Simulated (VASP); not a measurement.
# Pd (Fd-3m) in VASP: a series of runs

The runs below take Pd through single point, relaxation of cell and atoms, with r2SCAN.

Program: VASP 6.6.1. These are calculated values, not measurements. Logs are shortened: lines on timing, memory, paths and dates and some standing lists are left out, and cuts for length are marked.

## (1) The cell of the first run

Symmetry: Fd-3m, No. 227, cubic system. Conventional cell: a = 5.960 Å, b = 5.960 Å, c = 5.960 Å, α = 90.00°, β = 90.00°, γ = 90.00°. Within 3.4 Å of Pd (site symmetry -43m) lie 4 Pd at 2.58 Å.

This isn't the form of Pd at room conditions, which is fcc.

## (2) Single point, r2SCAN (26.47 Å³/atom)

File POSCAR:

```
Pd
1.0
    0.0000000000      2.9801293845      2.9801293845
    2.9801293845      0.0000000000      2.9801293845
    2.9801293845      2.9801293845      0.0000000000
Pd
2
Direct
    0.1250000000      0.1250000000      0.1250000000
    0.8750000000      0.8750000000      0.8750000000
```

File INCAR.step1:

```
SYSTEM = Pd
ALGO     = Normal         ! electronic algorithm
EDIFF    = 1E-4           ! SCF threshold, eV
ENCUT    = 520            ! plane-wave cutoff, eV
GGA      = PE             ! functional
ISMEAR   = -1             ! smearing method
LASPH    = .True.         ! aspherical terms in the spheres
LCHARG   = .False.        ! write CHGCAR
LREAL    = .False.        ! projectors in reciprocal space
LWAVE    = .True.         ! write WAVECAR
NBANDS   = 17             ! bands
NELM     = 60             ! most SCF steps
PREC     = Accurate       ! precision mode
SIGMA    = 0.1            ! smearing width, eV
```

File INCAR.step2:

```
SYSTEM = Pd
ALGO     = Normal         ! electronic algorithm
EDIFF    = 1E-6           ! SCF threshold, eV
ENCUT    = 520            ! plane-wave cutoff, eV
ISIF     = 2              ! what is computed and relaxed
ISMEAR   = -1             ! smearing method
ISTART   = 1            
LASPH    = .True.         ! aspherical terms in the spheres
LCHARG   = .True.         ! write CHGCAR
LELF     = .True.         ! ELF
LMIXTAU  = .True.       
LREAL    = .False.        ! projectors in reciprocal space
LVHAR    = .True.       
LWAVE    = .False.        ! write WAVECAR
METAGGA  = R2SCAN         ! meta-GGA
NBANDS   = 17             ! bands
NELM     = 60             ! most SCF steps
PREC     = Accurate       ! precision mode
SIGMA    = 0.1            ! smearing width, eV
```

File KPOINTS:

```
k-points
0
Gamma
  11 11 11
  0 0 0
```

Potentials or basis: VASP PAW PBE potentials, release 64 (Pd).

The run is started by

```console
cat potpaw_PBE.64/Pd/POTCAR > POTCAR
cp INCAR.step1 INCAR
mpirun -np 1 vasp_std > vasp.out
cp INCAR.step2 INCAR
mpirun -np 1 vasp_std > vasp.out
```

OUTCAR:

```text
SYSTEM = Pd
   EDIFF = 1E-6
   ENCUT = 520
   ISIF = 2
   ISMEAR = -1
   ISTART = 1
   LASPH = .True.
   LREAL = .False.
   METAGGA = R2SCAN
   NELM = 60
   PREC = Accurate

 ion  position               nearest neighbor table
   1  0.125  0.125  0.125-   2 2.58   2 2.58   2 2.58   2 2.58
   2  0.875  0.875  0.875-   1 2.58   1 2.58   1 2.58   1 2.58

  LATTYP: Found a face centered cubic cell.
 ALAT       =     5.9602587690

  Lattice vectors:

 A1 = (   0.0000000000,   2.9801293845,   2.9801293845)
 A2 = (   2.9801293845,   0.0000000000,   2.9801293845)
 A3 = (   2.9801293845,   2.9801293845,   0.0000000000)

Analysis of symmetry for initial positions (statically):
=====================================================================
 Subroutine PRICEL returns:
 Original cell was already a primitive cell.

 Routine SETGRP: Setting up the symmetry group for a
 face centered cubic supercell.

 Subroutine GETGRP returns: Found 48 space group operations
 (whereof 12 operations were pure point group operations)
 out of a pool of 48 trial point group operations.

The static configuration has the point symmetry D_3d.
 The point group associated with its full space group is O_h .

Analysis of symmetry for dynamics (positions and initial velocities):
=====================================================================
 Subroutine PRICEL returns:
 Original cell was already a primitive cell.

 Routine SETGRP: Setting up the symmetry group for a
 face centered cubic supercell.

 Subroutine GETGRP returns: Found 48 space group operations
 (whereof 12 operations were pure point group operations)
 out of a pool of 48 trial point group operations.

The dynamic configuration has the point symmetry D_3d.
 The point group associated with its full space group is O_h .

 Subroutine INISYM returns: Found 48 space group operations
 (whereof 12 operations are pure point group operations),
 and found     1 'primitive' translations

----------------------------------------------------------------------------------------

                                     Primitive cell

  volume of cell :      52.9341

  direct lattice vectors                    reciprocal lattice vectors
     0.000000000  2.980129385  2.980129385    -0.167777950  0.167777950  0.167777950
     2.980129385  0.000000000  2.980129385     0.167777950 -0.167777950  0.167777950
     2.980129385  2.980129385  0.000000000     0.167777950  0.167777950 -0.167777950

  length of vectors
     4.214539393  4.214539393  4.214539393     0.290599934  0.290599934  0.290599934

  position of ions in fractional coordinates (direct lattice)
     0.125000000  0.125000000  0.125000000
[... 80 lines left out ...]
   EDIFFG = 0.1E-04   stopping-criterion for IOM
   NSW    =      0    number of steps for IOM
   IBRION =     -1    ionic relax: 0-MD 1-quasi-New 2-CG
   NFREE  =      0    steps in history (QN), initial steepest desc. (CG)
   ISIF   =      2    stress and relaxation
   ISYM   =      2    0-nonsym 1-usesym 2-fastsym
   POTIM  = 0.5000    time-step for ionic-motion
   TEBEG  =    0.0;   TEEND  =   0.0 temperature during run
   PSTRESS=    0.0 pullay stress
   NELECT =      20.0000    total number of electrons
   NUPDOWN=      -1.0000    fix difference up-down
   EMIN   =  10.00;   EMAX   =-10.00  energy-range for DOS
   EFERMI =   0.00;   METHOD = LEGACY
   ISMEAR =    -1;   SIGMA  =   0.10  broadening in eV -4-tet -1-fermi 0-gaus
   EFERMI_NEDOS =   21; number of points for ismear=-14 and -15
   IALGO  =     38    algorithm
   IMIX   =      4    mixing-type and parameters
     AMIX     =   0.40;   BMIX     =  1.00
     AMIX_MAG =   1.60;   BMIX_MAG =  1.00
  volume/ion in A,a.u.               =      26.47       178.61
  Fermi-wavevector in a.u.,A,eV,Ry     =   1.183513  2.236515 19.057723  1.400703
  Thomas-Fermi vector in A             =   2.319746
   LORBIT       =      0    0 simple, 1 ext, 2 COOP (PROOUT), +10 PAW based schemes
   METAGGA = R2SCAN    functional components
   LHFCALC =     F    Hartree Fock is set to
   AEXX    =    0.0000 exact exchange contribution
   IVDW    =     0    specifies the selected vdW correction
   LEPSILON=     F    determine dielectric tensor
   LRPA    =     F    only Hartree local field effects (RPA)
 non-spin polarized calculation
  energy-cutoff  :      520.00
  volume of cell :       52.93
 maximum number of plane-waves:      1439
   NGX = 15   NGY = 15   NGZ = 15

 number of electron      19.9999995 magnetization

 Free energy of the ion-electron system (eV)
  ---------------------------------------------------
  ext. energy  EPLUGINS =         0.00000000
  ---------------------------------------------------
  free energy    TOTEN  =       -43.45041436 eV

  energy without entropy =      -43.27371422  energy(sigma->0) =      -43.36206429

 E-fermi :   3.0559     XC(G=0): -10.0577

 val. band max:        3.0535598685   @ k =  -0.3636   0.4545   0.0909
 cond. band min:       3.0599669740   @ k =  -0.1818   0.2727   0.0909
 fundamental gap:      0.0064071055
 Fermi energy:         3.0558787787

 k-point     1 :       0.0000    0.0000    0.0000
  band No.  band energies     occupation
      1      -1.0374      2.00000
      2      -0.0025      2.00000
      3      -0.0025      2.00000
      4       0.0897      2.00000
      5       0.0897      2.00000
      6       0.0897      2.00000
[... 457 lines left out ...]
      4       0.1485      2.00000
      5       0.3020      2.00000
      6       0.6542      2.00000
[... 9 lines left out ...]
     16      16.1202      0.00000
     17      16.1818      0.00000

 [... further k-points ...]

------------------------ aborting loop because EDIFF is reached ----------------------------------------

  FORCE on cell =-STRESS in cart. coord.  units (eV):
  Direction    XX          YY          ZZ          XY          YZ          ZX
  --------------------------------------------------------------------------------------
  -------------------------------------------------------------------------------------
  Total       -2.1230681     -2.1230681     -2.1230681      0.0000000      0.0000000     -0.0000000
  in kB      -64.2597677    -64.2597677    -64.2597677      0.0000000      0.0000000     -0.0000000
  external PRESSURE =     -64.2597677 kB  Pullay stress =       0.0000000 kB

 VOLUME and BASIS-vectors are now :
 -----------------------------------------------------------------------------
  energy-cutoff  :      520.00
  volume of cell :       52.93
      direct lattice vectors                 reciprocal lattice vectors
     0.000000000  2.980129385  2.980129385    -0.167777950  0.167777950  0.167777950
     2.980129385  0.000000000  2.980129385     0.167777950 -0.167777950  0.167777950
     2.980129385  2.980129385  0.000000000     0.167777950  0.167777950 -0.167777950

 POSITION                                       TOTAL-FORCE (eV/Angst)
 -----------------------------------------------------------------------------------
      0.74503      0.74503      0.74503         0.000000     -0.000000     -0.000000
      5.21523      5.21523      5.21523        -0.000000      0.000000      0.000000
 -----------------------------------------------------------------------------------
    total drift:                                0.000000      0.000000     -0.000000

  FREE ENERGIE OF THE ION-ELECTRON SYSTEM (eV)
  ---------------------------------------------------
  free  energy   TOTEN  =       -43.4504143596 eV

  energy  without entropy=      -43.2737142187  energy(sigma->0) =      -43.36206429
```

OSZICAR.step1:

```text
N       E                     dE             d eps       ncg     rms          rms(c)
DAV:   1     0.964050381676E+02    0.96405E+02   -0.96070E+03  1912   0.106E+03
DAV:   2    -0.653623346092E+01   -0.10294E+03   -0.95338E+02  2057   0.217E+02
DAV:   3    -0.831884824007E+01   -0.17826E+01   -0.17617E+01  2245   0.311E+01
DAV:   4    -0.833450421591E+01   -0.15656E-01   -0.15654E-01  2250   0.276E+00
DAV:   5    -0.833485072937E+01   -0.34651E-03   -0.34650E-03  2356   0.448E-01    0.517E+00
DAV:   6    -0.821794317499E+01    0.11691E+00   -0.58595E-01  2174   0.635E+00    0.310E+00
DAV:   7    -0.820657225229E+01    0.11371E-01   -0.31338E-02  2179   0.144E+00    0.179E+00
DAV:   8    -0.820403876358E+01    0.25335E-02   -0.49012E-03  2220   0.575E-01    0.579E-02
DAV:   9    -0.820413279943E+01   -0.94036E-04   -0.11644E-04  1858   0.802E-02
   1 F= -.82041328E+01 E0= -.81131819E+01  d E =-.181902E+00
```

Run time: 2.9 min. Hardware: 1 thread of Intel Xeon 8259CL, shared host; peak memory 0.21 GiB.

What came out:

* Free energy: -43.4504 eV
* Pressure: -6.4 GPa
* Band gap on the k mesh: zero (bands 10 and 11 overlap by 0.32 eV)

Levels at points of the mesh, in eV from the Fermi level:
```
           k point  band 6  band 7  band 8  band 9  band 10  band 11  band 12  band 13  band 14  band 15
(0.00, 0.00, 0.00)   -2.97   -1.19   -1.19   -1.19    -0.23    -0.23    11.40    11.40    11.40    11.87
```

Caveat: the cell stands under tension; the PAW data sets were made with another functional, which shifts forces and pressure a little.

## (3) Single point, r2SCAN

This run uses another cell than the first one, of 23.63 Å³/atom.

File POSCAR:

```
Pd
1.0
    0.0000000000      2.8696511985      2.8696511985
    2.8696511985      0.0000000000      2.8696511985
    2.8696511985      2.8696511985      0.0000000000
Pd
2
Direct
    0.1250000000      0.1250000000      0.1250000000
    0.8750000000      0.8750000000      0.8750000000
```

File INCAR.step1:

```
ALGO = Normal
EDIFF = 1E-4
ENCUT = 520
GGA = PE
ISMEAR = -1
LASPH = True
LCHARG = False
LREAL = False
LWAVE = True
NBANDS = 17
NELM = 100
PREC = Accurate
SIGMA = 0.1
```

File INCAR.step2:

```
ALGO = Normal
EDIFF = 1E-6
ENCUT = 520
ISIF = 2
ISMEAR = -1
ISTART = 1
LASPH = True
LCHARG = False
LMIXTAU = True
LREAL = False
LWAVE = False
METAGGA = R2SCAN
NBANDS = 17
NELM = 100
PREC = Accurate
SIGMA = 0.1
```

File KPOINTS:

```
k-points
0
Gamma
  16 16 16
```

Potentials or basis: VASP PAW PBE potentials, release 64 (Pd).

The run is started by

```console
cat potpaw_PBE.64/Pd/POTCAR > POTCAR
cp INCAR.step1 INCAR
mpirun -np 1 vasp_std > vasp.out
cp INCAR.step2 INCAR
mpirun -np 1 vasp_std > vasp.out
```

OUTCAR:

```text
EDIFF = 1E-6
   ENCUT = 520
   ISIF = 2
   ISMEAR = -1
   ISTART = 1
   LASPH = True
   LREAL = False
   METAGGA = R2SCAN
   NELM = 100
   PREC = Accurate

 ion  position               nearest neighbor table
   1  0.125  0.125  0.125-   2 2.49   2 2.49   2 2.49   2 2.49
   2  0.875  0.875  0.875-   1 2.49   1 2.49   1 2.49   1 2.49

  LATTYP: Found a face centered cubic cell.
 ALAT       =     5.7393023970

  Lattice vectors:

 A1 = (   0.0000000000,   2.8696511985,   2.8696511985)
 A2 = (   2.8696511985,   0.0000000000,   2.8696511985)
 A3 = (   2.8696511985,   2.8696511985,   0.0000000000)

Analysis of symmetry for initial positions (statically):
=====================================================================
 Subroutine PRICEL returns:
 Original cell was already a primitive cell.

 Routine SETGRP: Setting up the symmetry group for a
 face centered cubic supercell.

 Subroutine GETGRP returns: Found 48 space group operations
 (whereof 12 operations were pure point group operations)
 out of a pool of 48 trial point group operations.

The static configuration has the point symmetry D_3d.
 The point group associated with its full space group is O_h .

Analysis of symmetry for dynamics (positions and initial velocities):
=====================================================================
 Subroutine PRICEL returns:
 Original cell was already a primitive cell.

 Routine SETGRP: Setting up the symmetry group for a
 face centered cubic supercell.

 Subroutine GETGRP returns: Found 48 space group operations
 (whereof 12 operations were pure point group operations)
 out of a pool of 48 trial point group operations.

The dynamic configuration has the point symmetry D_3d.
 The point group associated with its full space group is O_h .

 Subroutine INISYM returns: Found 48 space group operations
 (whereof 12 operations are pure point group operations),
 and found     1 'primitive' translations

[... 111 lines left out ...]
   IALGO  =     38    algorithm
   IMIX   =      4    mixing-type and parameters
     AMIX     =   0.40;   BMIX     =  1.00
     AMIX_MAG =   1.60;   BMIX_MAG =  1.00
  volume/ion in A,a.u.               =      23.63       159.47
  Fermi-wavevector in a.u.,A,eV,Ry     =   1.229077  2.322619 20.553369  1.510630
  Thomas-Fermi vector in A             =   2.363978
   LORBIT       =      0    0 simple, 1 ext, 2 COOP (PROOUT), +10 PAW based schemes
   METAGGA = R2SCAN    functional components
   LHFCALC =     F    Hartree Fock is set to
   AEXX    =    0.0000 exact exchange contribution
   IVDW    =     0    specifies the selected vdW correction
   LEPSILON=     F    determine dielectric tensor
   LRPA    =     F    only Hartree local field effects (RPA)
 non-spin polarized calculation
  energy-cutoff  :      520.00
  volume of cell :       47.26
 maximum number of plane-waves:      1295
   NGX = 15   NGY = 15   NGZ = 15

 number of electron      19.9999996 magnetization

 Free energy of the ion-electron system (eV)
  ---------------------------------------------------
  ext. energy  EPLUGINS =         0.00000000
  ---------------------------------------------------
  free energy    TOTEN  =       -43.57772021 eV

  energy without entropy =      -43.40749469  energy(sigma->0) =      -43.49260745

 E-fermi :   4.1717     XC(G=0): -10.7073

 val. band max:        4.1667372878   @ k =  -0.3750   0.3125   0.0625
 cond. band min:       4.1756736785   @ k =   0.4375   0.1875   0.0625
 fundamental gap:      0.0089363907
 Fermi energy:         4.1717140785

 k-point     1 :       0.0000    0.0000    0.0000
  band No.  band energies     occupation
      1      -0.5095      2.00000
      2       0.5520      2.00000
      3       0.5520      2.00000
      4       0.7075      2.00000
      5       0.7075      2.00000
      6       0.7075      2.00000
[... 457 lines left out ...]
      4       0.7032      2.00000
      5       0.7975      2.00000
      6       0.8963      2.00000
[... 9 lines left out ...]
     16      16.9818      0.00000
     17      17.0424      0.00000

 [... further k-points ...]

------------------------ aborting loop because EDIFF is reached ----------------------------------------

  FORCE on cell =-STRESS in cart. coord.  units (eV):
  Direction    XX          YY          ZZ          XY          YZ          ZX
  --------------------------------------------------------------------------------------
  -------------------------------------------------------------------------------------
  Total        0.0027933      0.0027933      0.0027933     -0.0000000     -0.0000000      0.0000000
  in kB        0.0946927      0.0946927      0.0946927     -0.0000000     -0.0000000      0.0000000
  external PRESSURE =       0.0946927 kB  Pullay stress =       0.0000000 kB

 VOLUME and BASIS-vectors are now :
 -----------------------------------------------------------------------------
  energy-cutoff  :      520.00
  volume of cell :       47.26
      direct lattice vectors                 reciprocal lattice vectors
     0.000000000  2.869651199  2.869651199    -0.174237204  0.174237204  0.174237204
     2.869651199  0.000000000  2.869651199     0.174237204 -0.174237204  0.174237204
     2.869651199  2.869651199  0.000000000     0.174237204  0.174237204 -0.174237204

 POSITION                                       TOTAL-FORCE (eV/Angst)
 -----------------------------------------------------------------------------------
      0.71741      0.71741      0.71741        -0.000000      0.000000      0.000000
      5.02189      5.02189      5.02189         0.000000     -0.000000     -0.000000
 -----------------------------------------------------------------------------------
    total drift:                               -0.000000      0.000000      0.000000

  FREE ENERGIE OF THE ION-ELECTRON SYSTEM (eV)
  ---------------------------------------------------
  free  energy   TOTEN  =       -43.5777202099 eV

  energy  without entropy=      -43.4074946913  energy(sigma->0) =      -43.49260745
```

OUTCAR.step1:

```text
EDIFF = 1E-4
   ENCUT = 520
   GGA = PE
   ISMEAR = -1
   LASPH = True
[... 702 lines left out ...]
      0.71741      0.71741      0.71741        -0.000000     -0.000000     -0.000000
      5.02189      5.02189      5.02189         0.000000      0.000000      0.000000
 -----------------------------------------------------------------------------------
    total drift:                               -0.000000      0.000000      0.000000

  FREE ENERGIE OF THE ION-ELECTRON SYSTEM (eV)
  ---------------------------------------------------
  free  energy   TOTEN  =        -8.2498149914 eV

  energy  without entropy=       -8.0751337397  energy(sigma->0) =       -8.16247437
```

Run time: 8.5 min. Hardware: 1 thread of Intel Xeon 8259CL, shared host; peak memory 0.24 GiB.

What came out:

| Quantity | Value |
| --- | --- |
| Free energy | -43.5777 eV |
| Pressure | 0.0 GPa |
| Band gap on the k mesh | zero (bands 10 and 11 overlap by 0.42 eV) |

Caveat: the PAW data sets were made with another functional, which shifts forces and pressure a little.

[end of part 1 of 2]
